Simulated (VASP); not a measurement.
# Ta (R-3m) in VASP: single point with r2SCAN

Aim: the single point of Ta with r2SCAN.

All numbers are computed with VASP 6.6.1; they aren't measurements. Logs are shortened: lines on timing, memory, paths and dates and some standing lists are left out, and cuts for length are marked.

## 1. The cell of the first run

It takes space group R-3m (No. 166, trigonal). The conventional cell has a = 7.027 Å, b = 7.027 Å, c = 21.257 Å, α = 90.00°, β = 90.00°, γ = 120.00°. Within 3.6 Å of Ta (site symmetry m) lie 6 Ta at 2.73 to 2.85 Å. Ta (site symmetry m) has 7 Ta at 2.69 to 2.85 Å within 3.6 Å.

## 2. Single point, r2SCAN

The input, POSCAR:

```
Ta
1.0
    3.5137104020      2.0286416465      7.0856777430
   -3.5137104020      2.0286416465      7.0856777430
    0.0000000000     -4.0572832929      7.0856777430
Ta
12
Direct
    0.0308626685      0.6290665837      0.0308626685
    0.0308626685      0.0308626685      0.6290665837
    0.6290665837      0.0308626685      0.0308626685
    0.9691373315      0.3709334163      0.9691373315
    0.3709334163      0.9691373315      0.9691373315
    0.9691373315      0.9691373315      0.3709334163
    0.2281795796      0.6194017984      0.2281795796
    0.2281795796      0.2281795796      0.6194017984
    0.6194017984      0.2281795796      0.2281795796
    0.7718204204      0.3805982016      0.7718204204
    0.3805982016      0.7718204204      0.7718204204
    0.7718204204      0.7718204204      0.3805982016
```

The input, INCAR.step1:

```
SYSTEM = Ta
PREC     = Accurate       ! precision mode
ENCUT    = 550            ! plane-wave cutoff, eV
ISMEAR   = 0              ! smearing method
SIGMA    = 0.1            ! smearing width, eV
LREAL    = .False.        ! projectors in reciprocal space
LASPH    = .True.         ! aspherical terms in the spheres
NELM     = 120            ! most SCF steps
NBANDS   = 78             ! bands
GGA      = PE             ! functional
ALGO     = Normal         ! electronic algorithm
EDIFF    = 1E-5           ! SCF threshold, eV
LWAVE    = .True.         ! write WAVECAR
LCHARG   = .False.        ! write CHGCAR
GGA_COMPAT= .False.
```

The input, INCAR.step2:

```
SYSTEM = Ta
PREC     = Accurate       ! precision mode
ENCUT    = 550            ! plane-wave cutoff, eV
EDIFF    = 1E-6           ! SCF threshold, eV
ISMEAR   = 0              ! smearing method
SIGMA    = 0.1            ! smearing width, eV
LREAL    = .False.        ! projectors in reciprocal space
LASPH    = .True.         ! aspherical terms in the spheres
NELM     = 120            ! most SCF steps
ALGO     = Normal         ! electronic algorithm
ISIF     = 2              ! what is computed and relaxed
LWAVE    = .False.        ! write WAVECAR
LCHARG   = .False.        ! write CHGCAR
METAGGA  = R2SCAN         ! meta-GGA
LMIXTAU  = .True.       
NBANDS   = 78             ! bands
ISTART   = 1            
GGA_COMPAT= .False.
```

The input, KPOINTS:

```
Automatic mesh
0
Gamma
  3 3 3
  0 0 0
```

Potentials or basis: VASP PAW PBE potentials, release 64 (Ta_pv).

The run is started by

```sh
cat potpaw_PBE.64/Ta_pv/POTCAR > POTCAR
cp INCAR.step1 INCAR
mpirun -np 1 vasp_std > vasp.out
cp INCAR.step2 INCAR
mpirun -np 1 vasp_std > vasp.out
```

OUTCAR:

```text
SYSTEM = Ta
   PREC = Accurate
   ENCUT = 550
   EDIFF = 1E-6
   ISMEAR = 0
   LREAL = .False.
   LASPH = .True.
   NELM = 120
   ISIF = 2
   METAGGA = R2SCAN
   ISTART = 1

 ion  position               nearest neighbor table
   1  0.031  0.629  0.031-  12 2.73  11 2.73   4 2.82   3 2.82   2 2.82   7 2.85
   2  0.031  0.031  0.629-  10 2.73  11 2.73   6 2.82   3 2.82   1 2.82   8 2.85
   3  0.629  0.031  0.031-  12 2.73  10 2.73   5 2.82   1 2.82   2 2.82   9 2.85
   4  0.969  0.371  0.969-   8 2.73   9 2.73   1 2.82   5 2.82   6 2.82  10 2.85
   5  0.371  0.969  0.969-   8 2.73   7 2.73   3 2.82   4 2.82   6 2.82  11 2.85
   6  0.969  0.969  0.371-   7 2.73   9 2.73   2 2.82   4 2.82   5 2.82  12 2.85
   7  0.228  0.619  0.228-  12 2.69  11 2.69   6 2.73   5 2.73   9 2.75   8 2.75   1 2.85
   8  0.228  0.228  0.619-  10 2.69  11 2.69   4 2.73   5 2.73   7 2.75   9 2.75   2 2.85
   9  0.619  0.228  0.228-  12 2.69  10 2.69   6 2.73   4 2.73   7 2.75   8 2.75   3 2.85
  10  0.772  0.381  0.772-   8 2.69   9 2.69   2 2.73   3 2.73  11 2.75  12 2.75   4 2.85
  11  0.381  0.772  0.772-   8 2.69   7 2.69   2 2.73   1 2.73  10 2.75  12 2.75   5 2.85
  12  0.772  0.772  0.381-   7 2.69   9 2.69   1 2.73   3 2.73  10 2.75  11 2.75   6 2.85

  LATTYP: Found a trigonal (rhomboedric) cell.
 ALAT       =     8.1650705323
 COS(alpha) =     0.6296246772

  Lattice vectors:

 A1 = (   3.5137104020,   2.0286416465,   7.0856777430)
 A2 = (  -3.5137104020,   2.0286416465,   7.0856777430)
 A3 = (   0.0000000000,  -4.0572832929,   7.0856777430)

Analysis of symmetry for initial positions (statically):
=====================================================================
 Subroutine PRICEL returns:
 Original cell was already a primitive cell.

 Routine SETGRP: Setting up the symmetry group for a
 trigonal (rhombohedral) supercell.

 Subroutine GETGRP returns: Found 12 space group operations
 (whereof 12 operations were pure point group operations)
 out of a pool of 12 trial point group operations.

The static configuration has the point symmetry D_3d.

Analysis of symmetry for dynamics (positions and initial velocities):
=====================================================================
 Subroutine PRICEL returns:
 Original cell was already a primitive cell.

 Routine SETGRP: Setting up the symmetry group for a
 trigonal (rhombohedral) supercell.

 Subroutine GETGRP returns: Found 12 space group operations
 (whereof 12 operations were pure point group operations)
 out of a pool of 12 trial point group operations.

The dynamic configuration has the point symmetry D_3d.

 Subroutine INISYM returns: Found 12 space group operations
 (whereof 12 operations are pure point group operations),
 and found     1 'primitive' translations

----------------------------------------------------------------------------------------

                                     Primitive cell

  volume of cell :     303.0428

  direct lattice vectors                    reciprocal lattice vectors
     3.513710402  2.028641647  7.085677743     0.142299718  0.082156781  0.047043253
    -3.513710402  2.028641647  7.085677743    -0.142299718  0.082156781  0.047043253
     0.000000000 -4.057283293  7.085677743     0.000000000 -0.164313561  0.047043253

  length of vectors
     8.165070532  8.165070532  8.165070532     0.170915225  0.170915225  0.170915225

  position of ions in fractional coordinates (direct lattice)
     0.030862668  0.629066584  0.030862668
     0.030862668  0.030862668  0.629066584
     0.629066584  0.030862668  0.030862668
     0.969137332  0.370933416  0.969137332
     0.370933416  0.969137332  0.969137332
     0.969137332  0.969137332  0.370933416
     0.228179580  0.619401798  0.228179580
     0.228179580  0.228179580  0.619401798
     0.619401798  0.228179580  0.228179580
     0.771820420  0.380598202  0.771820420
     0.380598202  0.771820420  0.771820420
     0.771820420  0.771820420  0.380598202

  ion indices of the primitive-cell ions
   primitive index   ion index
                 1           1
                 2           2
                 3           3
                 4           4
                 5           5
                 6           6
                 7           7
                 8           8
                 9           9
                10          10
                11          11
                12          12

----------------------------------------------------------------------------------------

 KPOINTS: Automatic mesh

Automatic generation of k-mesh.
 Grid dimensions read from file:
 generate k-points for:    3    3    3

 Generating k-lattice:

  Cartesian coordinates                     Fractional coordinates (reciprocal lattice)
     0.047433239  0.027385594  0.015681084     0.333333333 -0.000000000 -0.000000000
    -0.047433239  0.027385594  0.015681084    -0.000000000  0.333333333 -0.000000000
     0.000000000 -0.054771187  0.015681084    -0.000000000 -0.000000000  0.333333333

  Length of vectors
     0.056971742  0.056971742  0.056971742

  Shift w.r.t. Gamma in fractional coordinates (k-lattice)
     0.000000000  0.000000000  0.000000000

 Subroutine IBZKPT returns following result:
 ===========================================

 Found      6 irreducible k-points:

 Following reciprocal coordinates:
            Coordinates               Weight
  0.000000  0.000000  0.000000      1.000000
  0.333333 -0.000000  0.000000      6.000000
  0.333333  0.333333  0.000000      6.000000
 -0.333333  0.333333  0.000000      6.000000
  0.333333  0.333333  0.333333      2.000000
 -0.333333  0.333333  0.333333      6.000000
   k-points           NKPTS =      6   k-points in BZ     NKDIM =      6   number of bands    NBANDS=     78
   number of dos      NEDOS =    301   number of ions     NIONS =     12
   total plane-waves  NPLWV = 262144
   dimension x,y,z NGX =    64 NGY =   64 NGZ =   64
   dimension x,y,z NGXF=   128 NGYF=  128 NGZF=  128
   ions per type =              12
   NGX,Y,Z   is equivalent  to a cutoff of  13.03, 13.03, 13.03 a.u.
   NGXF,Y,Z  is equivalent  to a cutoff of  26.06, 26.06, 26.06 a.u.
 SYSTEM =  Ta
   PREC   = accura    normal or accurate (medium, high low for compatibility)
   ISTART =      1    job   : 0-new  1-cont  2-samecut
   ICHARG =      0    charge: 1-file 2-atom 10-const
   ISPIN  =      1    spin polarized calculation?
   LNONCOLLINEAR =      F non collinear calculations
   LSORBIT =      F    spin-orbit coupling
   LASPH  =      T    aspherical Exc in radial PAW
   ENCUT  =  550.0 eV  40.42 Ry    6.36 a.u.  15.61 15.61 15.61*2*pi/ulx,y,z
   NELM   =    120;   NELMIN=  2; NELMDL=  0     # of ELM steps
   EDIFF  = 0.1E-05   stopping-criterion for ELM
   LREAL  =      F    real-space projection
   EDIFFG = 0.1E-04   stopping-criterion for IOM
   NSW    =      0    number of steps for IOM
   IBRION =     -1    ionic relax: 0-MD 1-quasi-New 2-CG
   NFREE  =      0    steps in history (QN), initial steepest desc. (CG)
   ISIF   =      2    stress and relaxation
   ISYM   =      2    0-nonsym 1-usesym 2-fastsym
   POTIM  = 0.5000    time-step for ionic-motion
   TEBEG  =    0.0;   TEEND  =   0.0 temperature during run
   PSTRESS=    0.0 pullay stress
   NELECT =     132.0000    total number of electrons
   NUPDOWN=      -1.0000    fix difference up-down
   EMIN   =  10.00;   EMAX   =-10.00  energy-range for DOS
   EFERMI =   0.00;   METHOD = LEGACY
   ISMEAR =     0;   SIGMA  =   0.10  broadening in eV -4-tet -1-fermi 0-gaus
   EFERMI_NEDOS =   21; number of points for ismear=-14 and -15
   IALGO  =     38    algorithm
   IMIX   =      4    mixing-type and parameters
     AMIX     =   0.40;   BMIX     =  1.00
     AMIX_MAG =   1.60;   BMIX_MAG =  1.00
  volume/ion in A,a.u.               =      25.25       170.42
  Fermi-wavevector in a.u.,A,eV,Ry     =   1.240980  2.345112 20.953403  1.540032
  Thomas-Fermi vector in A             =   2.375398
   LORBIT       =      0    0 simple, 1 ext, 2 COOP (PROOUT), +10 PAW based schemes
   METAGGA = R2SCAN    functional components
   LHFCALC =     F    Hartree Fock is set to
   AEXX    =    0.0000 exact exchange contribution
   IVDW    =     0    specifies the selected vdW correction
   LEPSILON=     F    determine dielectric tensor
   LRPA    =     F    only Hartree local field effects (RPA)
 non-spin polarized calculation
 Gauss-broadening in eV      SIGMA  =   0.10
  energy-cutoff  :      550.00
  volume of cell :      303.04
 maximum number of plane-waves:      8895
 NGX is ok and might be reduce to    64
   NGX = 31   NGY = 31   NGZ = 31

 number of electron     131.9999996 magnetization

 Free energy of the ion-electron system (eV)
  ---------------------------------------------------
  ext. energy  EPLUGINS =         0.00000000
  ---------------------------------------------------
  free energy    TOTEN  =      -564.40054147 eV

  energy without entropy =     -564.34138303  energy(sigma->0) =     -564.37096225

 E-fermi :   3.0952     XC(G=0): -11.2984

 val. band max:        3.0797442453   @ k =   0.3333   0.3333   0.0000
 cond. band min:       3.1381307705   @ k =  -0.3333   0.3333   0.3333
 fundamental gap:      0.0583865252
 Fermi energy:         3.0952094029

 k-point     1 :       0.0000    0.0000    0.0000
  band No.  band energies     occupation
      1     -32.9818      2.00000
      2     -32.8578      2.00000
      3     -32.8578      2.00000
      4     -32.8126      2.00000
      5     -32.7756      2.00000
      6     -32.7756      2.00000
[... 70 lines left out ...]
     77       4.6071      0.00000
     78       4.8158      0.00000
[... 403 lines left out ...]
     77       4.3197      0.00000
     78       4.6293      0.00000

------------------------ aborting loop because EDIFF is reached ----------------------------------------

  FORCE on cell =-STRESS in cart. coord.  units (eV):
  Direction    XX          YY          ZZ          XY          YZ          ZX
  --------------------------------------------------------------------------------------
  -------------------------------------------------------------------------------------
  Total        0.6563318      0.6563318      0.7342845      0.0000000      0.0000000      0.0000000
  in kB        3.4700047      3.4700047      3.8821382      0.0000000      0.0000000      0.0000000
  external PRESSURE =       3.6073826 kB  Pullay stress =       0.0000000 kB

 VOLUME and BASIS-vectors are now :
 -----------------------------------------------------------------------------
  energy-cutoff  :      550.00
  volume of cell :      303.04
      direct lattice vectors                 reciprocal lattice vectors
     3.513710402  2.028641647  7.085677743     0.142299718  0.082156781  0.047043253
    -3.513710402  2.028641647  7.085677743    -0.142299718  0.082156781  0.047043253
     0.000000000 -4.057283293  7.085677743     0.000000000 -0.164313561  0.047043253

 POSITION                                       TOTAL-FORCE (eV/Angst)
 -----------------------------------------------------------------------------------
     -2.10192      1.21354      4.89473        -0.033881      0.019561      0.012086
      0.00000     -2.42708      4.89473         0.000000     -0.039122      0.012086
      2.10192      1.21354      4.89473         0.033881      0.019561      0.012086
      2.10192     -1.21354     16.36230         0.033881     -0.019561     -0.012086
     -2.10192     -1.21354     16.36230        -0.033881     -0.019561     -0.012086
      0.00000      2.42708     16.36230         0.000000      0.039122     -0.012086
     -1.37464      0.79365      7.62250        -0.007280      0.004203      0.028658
      0.00000     -1.58730      7.62250         0.000000     -0.008406      0.028658
      1.37464      0.79365      7.62250         0.007280      0.004203      0.028658
      1.37464     -0.79365     13.63454         0.007280     -0.004203     -0.028658
     -1.37464     -0.79365     13.63454        -0.007280     -0.004203     -0.028658
      0.00000      1.58730     13.63454         0.000000      0.008406     -0.028658
 -----------------------------------------------------------------------------------
    total drift:                               -0.000000     -0.000000      0.000000

  FREE ENERGIE OF THE ION-ELECTRON SYSTEM (eV)
  ---------------------------------------------------
  free  energy   TOTEN  =      -564.4005414739 eV

  energy  without entropy=     -564.3413830296  energy(sigma->0) =     -564.37096225
```

Run time: 17 min. Hardware: 1 thread of Intel Xeon Platinum 8259CL at 2.50GHz (Skylake/Cascade Lake), shared host; peak memory 0.64 GiB.

What came out:

| Property | Result |
| --- | --- |
| Free energy | -564.4005 eV |
| Pressure | 0.4 GPa |
| Largest force | 0.041 eV/Å |
| Band gap on the k mesh | zero (bands 66 and 67 overlap by 0.24 eV) |

Forces on the atoms (eV/Å):
```
Ta  -0.034  0.020  0.012
Ta   0.000 -0.039  0.012
Ta   0.034  0.020  0.012
Ta   0.034 -0.020 -0.012
Ta  -0.034 -0.020 -0.012
Ta   0.000  0.039 -0.012
Ta  -0.007  0.004  0.029
Ta   0.000 -0.008  0.029
Ta   0.007  0.004  0.029
Ta   0.007 -0.004 -0.029
Ta  -0.007 -0.004 -0.029
Ta   0.000  0.008 -0.029
```

Caveat: the PAW data sets were made with another functional, which shifts forces and pressure a little; spin-orbit coupling is left out, which moves the levels of the heavy elements.
